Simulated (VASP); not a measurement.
SrTe: single point with r2SCAN

SrTe:

```
CELL_PARAMETERS angstrom
0.00000 3.35276 3.35276
3.35276 0.00000 3.35276
3.35276 3.35276 0.00000
ATOMIC_POSITIONS crystal
Sr 0.00000 0.00000 0.00000
Te 0.50000 0.50000 0.50000
```

| Item | Value |
| --- | --- |
| Program | VASP 6.6.1 |
| Task | single point |
| Functional | r2SCAN |
| Potentials or basis | VASP PAW PBE potentials, release 64 (Sr_sv, Te) |
| Cutoff | 550 eV |
| k mesh | 6 × 6 × 6 |
| Occupations | gaussian, width 0.01 eV |
| Spin | no spin polarisation |
| Dipole correction | no |
| Further INCAR settings | ALGO = Normal; EDIFF = 1e-06; NBANDS = 15 |

```yaml
Pressure: 0.1 GPa
Band_gap_on_the_k_mesh: 2.14 eV, indirect (least direct gap 2.89 eV)
```

Levels at points of the mesh, in eV from the valence-band top:
```
           k point  band 4  band 5  band 6  band 7  band 8  band 9  band 10  band 11  band 12  band 13
(0.00, 0.00, 0.00)  -17.31  -10.21    0.00    0.00    0.00    3.52     3.74     3.74     3.74     4.41
(0.50, 0.00, 0.00)  -17.31   -9.58   -2.76   -1.07   -1.07    4.36     5.70     5.87     5.87     7.18
(0.50, 0.50, 0.00)  -17.34   -9.75   -1.98   -0.74   -0.74    2.14     4.53     5.33     6.67     6.67
```

Wall time 66 s on 1 thread of AMD EPYC 9R45 96-Core Processor (Zen 5), on a shared host, peak memory 0.19 GiB.

Caveat: the PAW data sets were made with another functional, which shifts forces and pressure a little; spin-orbit coupling is left out, which moves the levels of the heavy elements. r2SCAN opens gaps a little over a GGA but as a rule still falls short of measured ones.
